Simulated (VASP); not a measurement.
Ir:

```
Ir
1.0
     2.66884    0.00000    0.00000
    -1.33442    2.31128    0.00000
     0.00000    0.00000    4.39536
Ir
2
Direct
  0.66667 0.33333 0.75000
  0.33333 0.66667 0.25000
```

This cell differs from its parent crystal: strain -0.030 along x and y, -0.015 along z.

Base run:

```yaml
Program: VASP 6.6.1
Functional: PBEsol
Potentials_or_basis: VASP PAW PBE potentials, release 64 (Ir)
Cutoff: 520 eV
k_mesh: 18 × 18 × 12
Occupations: gaussian, width 0.15 eV
Spin: no spin polarisation
```

Its results: band gap on the k mesh zero (band 9 reaches 12.28 eV, above the bottom of band 10 at 8.59 eV); pressure 18.4 GPa.

Question: The run is repeated on the same cell with these changes: potentials or basis from VASP PAW PBE potentials, release 64 (Ir) to VASP PAW PBE potentials, release 64 (Ir_sv_GW); cutoff from 520 eV to 500 eV; further incar settings from ALGO = Fast; EDIFF = 1e-06; NBANDS = 16 to ALGO = Normal; EDIFF = 1e-06; NBANDS = 24; valence electrons from 18 to 34. What comes out?

Answer: Band gap on the k mesh zero (band 17 reaches 14.87 eV, above the bottom of band 18 at 11.17 eV); pressure 13.8 GPa.

Caveats: the PAW data sets were made with another functional, which shifts forces and pressure a little; spin-orbit coupling is left out, which moves the levels of the heavy elements.
